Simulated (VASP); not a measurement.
Here is a VASP 6.6.1 calculation.

File INCAR:

```
PREC = Accurate
ENCUT = 520
EDIFF = 1E-6
ISMEAR = 0
SIGMA = 0.05
LREAL = False
LASPH = True
NELM = 120
ALGO = Normal
ISIF = 2
LWAVE = False
LCHARG = False
GGA = PE
NBANDS = 39
NELECT = 56.0
GGA_COMPAT = False
```

KPOINTS

```
regular mesh
0
Gamma
  6 6 4
```

The input POSCAR:

```
Al6N6O
1.0
    0.0000000000      5.4209177894      0.0000000000
    4.6946525174      2.7104588947      0.0000000000
    1.5648841725      2.7104588947     -5.0173032437
Al N O
6 6 1
Direct
    0.3339095018      0.0005761684      0.9982714947
    0.6672428351      0.3339095018      0.9982714947
    0.0005761684      0.6672428351      0.9982714947
    0.1672428351      0.5005761684      0.4982714947
    0.5005761684      0.8339095018      0.4982714947
    0.8339095018      0.1672428351      0.4982714947
    0.4610904982      0.1277571649      0.6167285053
    0.7944238316      0.4610904982      0.6167285053
    0.1277571649      0.7944238316      0.6167285053
    0.2944238316      0.6277571649      0.1167285053
    0.6277571649      0.9610904982      0.1167285053
    0.9610904982      0.2944238316      0.1167285053
   -0.6105349427      0.7227510092      1.1649381614
```

Potentials or basis: VASP PAW PBE potentials, release 64 (Al, N, O).

Launch:

```bash
$ cat potpaw_PBE.64/Al/POTCAR potpaw_PBE.64/N/POTCAR potpaw_PBE.64/O/POTCAR > POTCAR
$ mpirun -np 1 vasp_std > vasp.out
```

Problem. What does it give for the largest force?

Solution. 40.949 eV/Å.

Forces in eV/Å, atoms in the order of the input:
```
Al   23.319   1.809  17.920
Al   -2.245  -0.055   0.769
Al    0.776   0.017   0.308
Al   -0.160  -0.823  -1.615
Al    0.257   0.374   0.295
Al   -0.307   0.015   0.303
N     0.230   0.188   0.000
N    -0.451  -0.124  -0.241
N     0.127   0.066  -1.000
N   -21.720 -33.854   7.675
N     2.061   2.876   0.297
N     0.365   0.270  -0.250
O    -2.251  29.240 -24.461
```

Caveat: the cell carries a net charge on a neutralising background, which shifts energy and pressure; the standard files for N, O and F lose accuracy on very short bonds.
